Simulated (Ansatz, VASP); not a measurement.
MgO in VASP and in Ansatz

```
Mg O
1.0
     3.55546    0.00000    0.00000
    -1.77773    3.07912    0.00000
     0.00000    0.00000    4.28056
Mg O
2 2
Direct
  0.33333 0.66667 0.25000
  0.66667 0.33333 0.75000
  0.66667 0.33333 0.25000
  0.33333 0.66667 0.75000
```

Alike in both runs: task single point; functional PBE; k mesh 9 × 9 × 6; no spin polarisation.

|  | VASP | Ansatz |
| --- | --- | --- |
| version | VASP 6.6.1 | Ansatz 0.2.0 |
| potentials or method | VASP PAW PBE potentials, release 64 (Mg, O) | plane waves, PAW |
| plane-wave cutoff (eV) | 520 | 420 |
| occupations | gaussian, width 0.01 eV | fixed |
| valence electrons in the cell | 16 | 32 |

```tsv
	VASP	Ansatz	Ansatz less VASP
gap on the k mesh at the Fermi level (eV)	3.11	3.13	+0.018
pressure (GPa)	-4.0	-3.5	+0.50
traceless stress, the component that is largest in VASP (GPa)	-0.22	-0.12	+0.091
```

VASP's potentials hold 16 valence electrons a cell and Ansatz's 32, so a difference there can come from the potentials and not from the codes.
